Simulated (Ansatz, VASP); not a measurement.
## Two plane-wave programs on Pd

The input INCAR:

```
SYSTEM = Pd
ALGO = Fast ; EDIFF = 1E-7
ENCUT = 520 ; GGA = PS
ISIF = 2 ; ISMEAR = 0
LASPH = .TRUE. ; LCHARG = .FALSE.
LREAL = .FALSE. ; LWAVE = .FALSE.
NBANDS = 11 ; NELM = 100
PREC = Accurate ; SIGMA = 0.1
```

File KPOINTS:

```
k-points
0
G
  18 18 18
  0 0 0
```

Contents of POSCAR:

```
Pd
1.0
   -1.5184932670      1.5184932670      1.5184932670
    1.6442757470     -1.6442757470      1.7700582270
    1.6442757470      1.7700582270     -1.6442757470
Pd
1
Direct
    0.0000000000      0.0000000000      0.0000000000
```

Input for Ansatz:

```yaml
crystal:
  lattice:
    - [-1.518493267, 1.518493267, 1.518493267]
    - [1.644275747, -1.644275747, 1.770058227]
    - [1.644275747, 1.770058227, -1.644275747]
  atoms:
    - { symbol: Pd, position: [0.0, 0.0, 0.0] }
basis:
  ecutwfc: 420
kpoints:
  mp_grid: { grid: [18, 18, 18] }
hamiltonian:
  xc: pbesol
scf:
  occupations: { method: gaussian, width: 0.1 }
output:
  forces: true
  stress: true
  eigenvalues: true
```

Alike in both runs: task single point; functional PBEsol; k mesh 18 × 18 × 18; occupations gaussian, width 0.1 eV; no spin polarisation.

```csv
,VASP,Ansatz
version,VASP 6.6.1,Ansatz 0.2.0
potentials or method,"VASP PAW PBE potentials, release 64 (Pd), cutoff 520 eV","scalar-relativistic, plane waves, PAW"
valence electrons in the cell,10,18
```

|  | VASP | Ansatz | Ansatz less VASP |
| --- | --- | --- | --- |
| gap on the k mesh at the Fermi level (eV) | none | none | - |
| pressure (GPa) | -20.1 | -19.9 | +0.17 |
| traceless stress, the component that is largest in VASP (GPa) | -5.58 | -5.63 | -0.050 |

VASP's potentials were made for PBE, not for PBEsol. A gap of «none» marks a metal or a gap that the smearing closes. The functional is the same, so the differences come from potentials, cutoffs and numerics. VASP's potentials hold 10 valence electrons a cell and Ansatz's 18, so a difference there can come from the potentials and not from the codes.
